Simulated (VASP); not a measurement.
# Ir in VASP: further runs

Ir is run at these levels: PBE; tasks: single point, relaxation of cell and atoms.

Everything below comes from runs of VASP 6.6.1. Logs are shortened: lines on timing, memory, paths and dates and some standing lists are left out, and cuts for length are marked.

## 1. The cell of the first run

The typed cell holds 2 atoms: a = 2.737 Å, b = 2.737 Å, c = 3.871 Å, α = 90.00°, β = 90.00°, γ = 90.00°.

## 2. Single point, PBE (atoms moved at random)

INCAR

```
SYSTEM = Ir
PREC = Accurate
ENCUT = 520
EDIFF = 1E-7
ISMEAR = 0
SIGMA = 0.15
LREAL = .False.
LASPH = .True.
NELM = 100
ALGO = Fast
ISIF = 2
LWAVE = .False.
LCHARG = .False.
GGA = PE
NBANDS = 16
```

KPOINTS

```
Automatic mesh
0
Gamma
  12 12 10
  0 0 0
```

POSCAR

```
Ir
1.0
    0.0000000000     -1.9353284929     -1.9353284929
    0.0000000000      1.9353284929     -1.9353284929
    3.8706569858      0.0000000000      0.0000000000
Ir
2
Direct
    0.4973067294      0.5028036316      0.5014590355
    0.0026932706     -0.0028036316     -0.0014590355
```

Potentials or basis: VASP PAW PBE potentials, release 64 (Ir).

Command:

```
> cat potpaw_PBE.64/Ir/POTCAR > POTCAR
> mpirun -np 1 vasp_std > vasp.out
```

OUTCAR:

```text
SYSTEM = Ir
   PREC = Accurate
   ENCUT = 520
   EDIFF = 1E-7
   ISMEAR = 0
   LREAL = .False.
   LASPH = .True.
   NELM = 100
   ISIF = 2
   GGA = PE

 ion  position               nearest neighbor table
   1  0.497  0.503  0.501-   2 2.71   2 2.73   2 2.73   2 2.73   2 2.74   2 2.74   2 2.75   2 2.76

   2  0.003  0.997  0.999-   1 2.71   1 2.73   1 2.73   1 2.73   1 2.74   1 2.74   1 2.75   1 2.76

  LATTYP: Found a simple tetragonal cell.
 ALAT       =     2.7369678023
 C/A-ratio  =     1.4142135624

  Lattice vectors:

 A1 = (   0.0000000000,  -1.9353284929,  -1.9353284929)
 A2 = (   0.0000000000,   1.9353284929,  -1.9353284929)
 A3 = (   3.8706569858,   0.0000000000,   0.0000000000)

Analysis of symmetry for initial positions (statically):
=====================================================================
 Subroutine PRICEL returns:
 Original cell was already a primitive cell.

 Routine SETGRP: Setting up the symmetry group for a
 simple tetragonal supercell.

 Subroutine GETGRP returns: Found  2 space group operations
 (whereof  1 operations were pure point group operations)
 out of a pool of 16 trial point group operations.

The static configuration has the point symmetry C_1 .
 The point group associated with its full space group is S_2 .

Analysis of symmetry for dynamics (positions and initial velocities):
=====================================================================
 Subroutine PRICEL returns:
 Original cell was already a primitive cell.

 Routine SETGRP: Setting up the symmetry group for a
 simple tetragonal supercell.

 Subroutine GETGRP returns: Found  2 space group operations
 (whereof  1 operations were pure point group operations)
 out of a pool of 16 trial point group operations.

The dynamic configuration has the point symmetry C_1 .
 The point group associated with its full space group is S_2 .

 Subroutine INISYM returns: Found  2 space group operations
 (whereof  1 operations are pure point group operations),
 and found     1 'primitive' translations

----------------------------------------------------------------------------------------

                                     Primitive cell

  volume of cell :      28.9951

  direct lattice vectors                    reciprocal lattice vectors
     0.000000000 -1.935328493 -1.935328493     0.000000000 -0.258354074 -0.258354074
     0.000000000  1.935328493 -1.935328493     0.000000000  0.258354074 -0.258354074
     3.870656986  0.000000000  0.000000000     0.258354074  0.000000000  0.000000000

  length of vectors
     2.736967802  2.736967802  3.870656986     0.365367835  0.365367835  0.258354074

  position of ions in fractional coordinates (direct lattice)
     0.497306729  0.502803632  0.501459035
     0.002693271  0.997196368  0.998540965

  ion indices of the primitive-cell ions
   primitive index   ion index
                 1           1
                 2           2

----------------------------------------------------------------------------------------

 KPOINTS: Automatic mesh

Automatic generation of k-mesh.
 Grid dimensions read from file:
 generate k-points for:   12   12   10

 Generating k-lattice:

  Cartesian coordinates                     Fractional coordinates (reciprocal lattice)
     0.000000000 -0.021529506 -0.021529506     0.083333333  0.000000000  0.000000000
     0.000000000  0.021529506 -0.021529506     0.000000000  0.083333333  0.000000000
     0.025835407  0.000000000  0.000000000     0.000000000  0.000000000  0.100000000

  Length of vectors
     0.030447320  0.030447320  0.025835407

  Shift w.r.t. Gamma in fractional coordinates (k-lattice)
     0.000000000  0.000000000  0.000000000

 Subroutine IBZKPT returns following result:
 ===========================================

 Found    724 irreducible k-points:

 Following reciprocal coordinates:
            Coordinates               Weight
  0.000000  0.000000  0.000000      1.000000
  0.083333  0.000000  0.000000      2.000000
  0.000000  0.083333  0.000000      2.000000
  0.166667  0.000000  0.000000      2.000000
  0.000000  0.166667  0.000000      2.000000
  0.250000  0.000000  0.000000      2.000000
[... 16 lines left out ...]
  0.083333  0.250000  0.000000      2.000000
  0.333333  0.083333  0.000000      2.000000
 [... further k-points ...]
   k-points           NKPTS =    724   k-points in BZ     NKDIM =    724   number of bands    NBANDS=     16
   number of dos      NEDOS =    301   number of ions     NIONS =      2
   total plane-waves  NPLWV =  12000
   dimension x,y,z NGX =    20 NGY =   20 NGZ =   30
   dimension x,y,z NGXF=    40 NGYF=   40 NGZF=   60
   ions per type =               2
   NGX,Y,Z   is equivalent  to a cutoff of  12.15, 12.15, 12.89 a.u.
   NGXF,Y,Z  is equivalent  to a cutoff of  24.30, 24.30, 25.77 a.u.
 SYSTEM =  Ir
   PREC   = accura    normal or accurate (medium, high low for compatibility)
   ISTART =      0    job   : 0-new  1-cont  2-samecut
   ICHARG =      2    charge: 1-file 2-atom 10-const
   ISPIN  =      1    spin polarized calculation?
   LNONCOLLINEAR =      F non collinear calculations
   LSORBIT =      F    spin-orbit coupling
   LASPH  =      T    aspherical Exc in radial PAW
   ENCUT  =  520.0 eV  38.22 Ry    6.18 a.u.   5.09  5.09  7.20*2*pi/ulx,y,z
   NELM   =    100;   NELMIN=  2; NELMDL= -5     # of ELM steps
   EDIFF  = 0.1E-06   stopping-criterion for ELM
   LREAL  =      F    real-space projection
   EDIFFG = 0.1E-05   stopping-criterion for IOM
   NSW    =      0    number of steps for IOM
   IBRION =     -1    ionic relax: 0-MD 1-quasi-New 2-CG
   NFREE  =      0    steps in history (QN), initial steepest desc. (CG)
   ISIF   =      2    stress and relaxation
   ISYM   =      2    0-nonsym 1-usesym 2-fastsym
   POTIM  = 0.5000    time-step for ionic-motion
   TEBEG  =    0.0;   TEEND  =   0.0 temperature during run
   PSTRESS=    0.0 pullay stress
   NELECT =      18.0000    total number of electrons
   NUPDOWN=      -1.0000    fix difference up-down
   EMIN   =  10.00;   EMAX   =-10.00  energy-range for DOS
   EFERMI =   0.00;   METHOD = LEGACY
   ISMEAR =     0;   SIGMA  =   0.15  broadening in eV -4-tet -1-fermi 0-gaus
   EFERMI_NEDOS =   21; number of points for ismear=-14 and -15
   IALGO  =     68    algorithm
   IMIX   =      4    mixing-type and parameters
     AMIX     =   0.40;   BMIX     =  1.00
     AMIX_MAG =   1.60;   BMIX_MAG =  1.00
  volume/ion in A,a.u.               =      14.50        97.83
  Fermi-wavevector in a.u.,A,eV,Ry     =   1.396554  2.639104 26.536290  1.950362
  Thomas-Fermi vector in A             =   2.519897
   LORBIT       =      0    0 simple, 1 ext, 2 COOP (PROOUT), +10 PAW based schemes
   GGA     = PE    functional components
   LHFCALC =     F    Hartree Fock is set to
   AEXX    =    0.0000 exact exchange contribution
   IVDW    =     0    specifies the selected vdW correction
   LEPSILON=     F    determine dielectric tensor
   LRPA    =     F    only Hartree local field effects (RPA)
 non-spin polarized calculation
 RMM-DIIS sequential band-by-band and
 Gauss-broadening in eV      SIGMA  =   0.15
  energy-cutoff  :      520.00
  volume of cell :       29.00
 maximum number of plane-waves:       798
   NGX = 11   NGY = 11   NGZ = 15

 number of electron      17.9999997 magnetization

 Free energy of the ion-electron system (eV)
  ---------------------------------------------------
  ext. energy  EPLUGINS =         0.00000000
  ---------------------------------------------------
  free energy    TOTEN  =       -17.71908569 eV

  energy without entropy =      -17.70118063  energy(sigma->0) =      -17.71013316

 E-fermi :   9.9758     XC(G=0): -13.8427

 val. band max:        9.9683420862   @ k =   0.5000  -0.1667   0.1000
 cond. band min:       9.9829159095   @ k =   0.1667  -0.1667   0.3000
 fundamental gap:      0.0145738233
 Fermi energy:         9.9758492839

 k-point     1 :       0.0000    0.0000    0.0000
  band No.  band energies     occupation
      1      -0.8711      2.00000
      2       2.3506      2.00000
      3       2.9109      2.00000
      4       6.2412      2.00000
      5       6.2414      2.00000
      6       6.2451      2.00000
[... 8 lines left out ...]
     15      21.5825      0.00000
     16      24.3646      0.00000

 k-point     2 :       0.0833    0.0000    0.0000
  band No.  band energies     occupation
      1      -0.6705      2.00000
      2       2.4987      2.00000
      3       3.0518      2.00000
      4       6.1257      2.00000
      5       6.3202      2.00000
      6       6.3499      2.00000
[... 8 lines left out ...]
     15      22.0759      0.00000
     16      24.7065      0.00000

 k-point     3 :       0.0000    0.0833    0.0000
  band No.  band energies     occupation
      1      -0.6705      2.00000
      2       2.4987      2.00000
      3       3.0518      2.00000
      4       6.1259      2.00000
      5       6.3201      2.00000
      6       6.3499      2.00000
[... 8 lines left out ...]
     15      22.0757      0.00000
     16      24.7066      0.00000

 k-point     4 :       0.1667    0.0000    0.0000
  band No.  band energies     occupation
      1      -0.0940      2.00000
      2       2.8517      2.00000
      3       3.5077      2.00000
      4       5.8288      2.00000
      5       6.5497      2.00000
      6       6.5970      2.00000
[... 8 lines left out ...]
     15      23.4059      0.00000
     16      25.6289      0.00000
[... 324 lines left out ...]
 k-point    22 :      -0.2500    0.0833    0.0000
  band No.  band energies     occupation
      1       0.9603      2.00000
      2       3.4705      2.00000
      3       4.2749      2.00000
      4       5.2547      2.00000
      5       6.7996      2.00000
      6       6.8637      2.00000
[... 8 lines left out ...]
     15      24.5196      0.00000
     16      26.1352      0.00000

 k-point    23 :       0.0833    0.2500    0.0000
  band No.  band energies     occupation
      1       0.9602      2.00000
      2       3.4702      2.00000
      3       4.2748      2.00000
      4       5.2535      2.00000
      5       6.8016      2.00000
      6       6.8680      2.00000
[... 8 lines left out ...]
     15      24.5122      0.00000
     16      26.1414      0.00000

 k-point    24 :       0.3333    0.0833    0.0000
  band No.  band energies     occupation
      1       1.9984      2.00000
      2       3.9709      2.00000
      3       4.7965      2.00000
      4       4.9687      2.00000
      5       5.9552      2.00000
      6       6.4748      2.00000
[... 8 lines left out ...]
     15      24.7195      0.00000
     16      26.1496      0.00000

 [... further k-points ...]

------------------------ aborting loop because EDIFF is reached ----------------------------------------

  FORCE on cell =-STRESS in cart. coord.  units (eV):
  Direction    XX          YY          ZZ          XY          YZ          ZX
  --------------------------------------------------------------------------------------
  -------------------------------------------------------------------------------------
  Total        0.1152546      0.0786272      0.0582165      0.0138386      0.0000990     -0.0002781
  in kB        6.3686134      4.3446972      3.2168655      0.7646767      0.0054700     -0.0153667
  external PRESSURE =       4.6433920 kB  Pullay stress =       0.0000000 kB

 VOLUME and BASIS-vectors are now :
 -----------------------------------------------------------------------------
  energy-cutoff  :      520.00
  volume of cell :       29.00
      direct lattice vectors                 reciprocal lattice vectors
     0.000000000 -1.935328493 -1.935328493     0.000000000 -0.258354074 -0.258354074
     0.000000000  1.935328493 -1.935328493     0.000000000  0.258354074 -0.258354074
     3.870656986  0.000000000  0.000000000     0.258354074  0.000000000  0.000000000

 POSITION                                       TOTAL-FORCE (eV/Angst)
 -----------------------------------------------------------------------------------
      1.94098      0.01064     -1.93554        -0.142164     -0.146360      0.002960
      3.86501      1.92469     -1.93511         0.142164      0.146360     -0.002960
 -----------------------------------------------------------------------------------
    total drift:                                0.000000     -0.000000      0.000000

  FREE ENERGIE OF THE ION-ELECTRON SYSTEM (eV)
  ---------------------------------------------------
  free  energy   TOTEN  =       -17.7190856884 eV

  energy  without entropy=      -17.7011806335  energy(sigma->0) =      -17.71013316
```

Wall time 2.8 min (1 thread of Intel Xeon 6975P-C (Granite Rapids), shared host); peak memory 0.37 GiB.

Results:

```yaml
Free_energy: -17.7191 eV
Pressure: 0.5 GPa
Largest_force: 0.204 eV/Å
Band_gap_on_the_k_mesh: zero (bands 9 and 10 overlap by 3.18 eV)
```

Forces in eV/Å, atoms in the order of the input:
```
Ir  -0.142 -0.146  0.003
Ir   0.142  0.146 -0.003
```

Levels at points of the mesh, in eV from the Fermi level:
```csv
k point,band 7,band 8,band 9,band 10,band 11,band 12
"(0.00, 0.00, 0.00)",-1.15,-1.15,0.83,1.41,1.42,1.72
"(0.50, 0.00, 0.00)",-2.34,-2.32,-1.37,-1.23,2.72,2.81
"(0.00, 0.50, 0.00)",-2.34,-2.32,-1.37,-1.23,2.72,2.81
"(0.50, 0.50, 0.00)",1.41,1.42,1.42,1.42,1.72,1.73
"(0.00, 0.00, 0.50)",-1.84,-1.84,-1.76,-1.76,-0.26,-0.19
"(0.50, 0.00, 0.50)",-0.69,-0.69,0.86,0.86,0.86,0.87
"(0.00, 0.50, 0.50)",-0.69,-0.69,0.86,0.86,0.86,0.87
"(0.50, 0.50, 0.50)",-1.71,-1.71,1.42,1.42,7.99,8.00
```

Caveat: the cell differs from its parent crystal (atoms moved at random); spin-orbit coupling is left out, which moves the levels of the heavy elements.

## 3. Relaxation of cell and atoms, PBE

INCAR

```
PREC = Accurate ; ENCUT = 600
EDIFF = 1E-7 ; ISMEAR = 0
SIGMA = 0.15 ; LREAL = F
LASPH = T ; NELM = 80
ALGO = Fast ; ISIF = 3
LWAVE = F ; LCHARG = F
GGA = PE ; IBRION = 2
NSW = 100 ; EDIFFG = -0.01
```

KPOINTS

```
Automatic mesh
0
Gamma
  12 12 10
```

POSCAR is that of step 2.

Potentials or basis: VASP PAW PBE potentials, release 64 (Ir).

Command:

```
> cat potpaw_PBE.64/Ir/POTCAR > POTCAR
> mpirun -np 1 vasp_std > vasp.out
```

Run time: 11 min. Hardware: 1 thread of Intel Xeon 6975P-C (Granite Rapids), shared host; peak memory 0.46 GiB.

Results (log left out):

```yaml
Free_energy: -17.7219 eV
Relaxed_volume: 14.52 Å³/atom
Relaxed_cell: a = 2.738 Å, b = 2.738 Å, c = 3.874 Å, α = 89.99°, β = 90.01°, γ = 90.00°
Space_group_after_relaxing_to_0.1_Å: Fm-3m (No. 225)
Energy_gained_by_relaxing: 1.2 meV/atom
Ionic_steps: 9
Pressure_after_relaxing: 0.1 GPa
Band_gap_on_the_k_mesh: zero (bands 9 and 10 overlap by 3.22 eV)
```

Forces on the atoms (eV/Å):
```
Ir  -0.001  0.003  0.000
Ir   0.001 -0.003  0.000
```

Step by step:
```
step  energy change (eV)  largest force (eV/Å)  pressure (GPa)  volume (Å³)
   1              0.0000                0.2041            0.53        29.00
   2             -0.0012                0.0562           -1.86        29.20
   3             -0.0016                0.0828           -1.13        29.13
   4             -0.0019                0.0850            1.08        28.95
   5             -0.0023                0.0484            0.10        29.03
   6             -0.0024                0.0232            0.00        29.04
   7             -0.0024                0.0085           -0.06        29.04
   8             -0.0024                0.0108           -0.04        29.04
   9             -0.0024                0.0029            0.06        29.03
```

Final structure:
```
Ir
1.0
    -0.00018   -1.93574   -1.93578
     0.00019    1.93574   -1.93577
     3.87372    0.00036   -0.00001
Ir
2
Direct
  0.50004 0.49995 0.50000
  0.99996 0.00005 0.00000
```

Levels at points of the mesh, in eV from the Fermi level:
| k point | band 5 | band 6 | band 7 | band 8 | band 9 | band 10 | band 11 | band 12 | band 13 |
| --- | --- | --- | --- | --- | --- | --- | --- | --- | --- |
| (0.00, 0.00, 0.00) | -3.72 | -3.72 | -1.15 | -1.14 | 0.83 | 1.41 | 1.41 | 1.71 | 10.16 |
| (0.50, 0.00, 0.00) | -4.37 | -4.37 | -2.32 | -2.32 | -1.30 | -1.30 | 2.77 | 2.77 | 11.44 |
| (0.00, 0.50, 0.00) | -4.37 | -4.37 | -2.32 | -2.32 | -1.30 | -1.30 | 2.77 | 2.77 | 11.44 |
| (0.50, 0.50, 0.00) | 0.83 | 0.83 | 1.41 | 1.41 | 1.42 | 1.42 | 1.72 | 1.72 | 10.18 |
| (0.00, 0.00, 0.50) | -2.92 | -2.92 | -1.79 | -1.79 | -1.79 | -1.79 | -0.22 | -0.22 | 17.79 |
| (0.50, 0.00, 0.50) | -3.82 | -3.82 | -0.68 | -0.68 | 0.86 | 0.86 | 0.86 | 0.86 | 7.02 |
| (0.00, 0.50, 0.50) | -3.82 | -3.82 | -0.68 | -0.68 | 0.86 | 0.86 | 0.86 | 0.86 | 7.02 |
| (0.50, 0.50, 0.50) | -4.68 | -4.68 | -1.71 | -1.71 | 1.42 | 1.42 | 8.00 | 8.00 | 8.90 |

Caveat: spin-orbit coupling is left out, which moves the levels of the heavy elements.

The gap in the log of VASP goes by the Fermi energy; the results here count the filled bands.